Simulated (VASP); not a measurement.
A run of VASP 6.6.1 is set up as follows.

Contents of INCAR:

```
SYSTEM = Rh
ALGO = Normal ; EDIFF = 1E-7
ENCUT = 520 ; GGA = PS
ISIF = 2 ; ISMEAR = -1
LASPH = .True. ; LCHARG = .True.
LELF = .True. ; LREAL = .False.
LVHAR = .True. ; LWAVE = .False.
NBANDS = 22 ; NELM = 80
PREC = Accurate ; SIGMA = 0.15
```

File KPOINTS:

```
k-points
0
Gamma
  12 12 7
  0 0 0
```

The input POSCAR:

```
Rh
1.0
    2.7126507229      0.0000000000      0.0000000000
   -1.3563253614      2.3492263674      0.0000000000
    0.0000000000      0.0000000000      4.3987676951
Rh
2
Direct
    0.6666666667      0.3333333333      0.7500000000
    0.3333333333      0.6666666667      0.2500000000
```

Potentials or basis: VASP PAW PBE potentials, release 64 (Rh_pv).

Command:

```console
$ cat potpaw_PBE.64/Rh_pv/POTCAR > POTCAR
$ mpirun -np 1 vasp_std > vasp.out
```

(1) Estimate the band gap on the k mesh.

(2) Predict the pressure.

Answers

(1) zero (band 15 reaches 12.11 eV, above the bottom of band 16 at 9.76 eV).

(2) -8.0 GPa.

Caveat: the PAW data sets were made with another functional, which shifts forces and pressure a little.
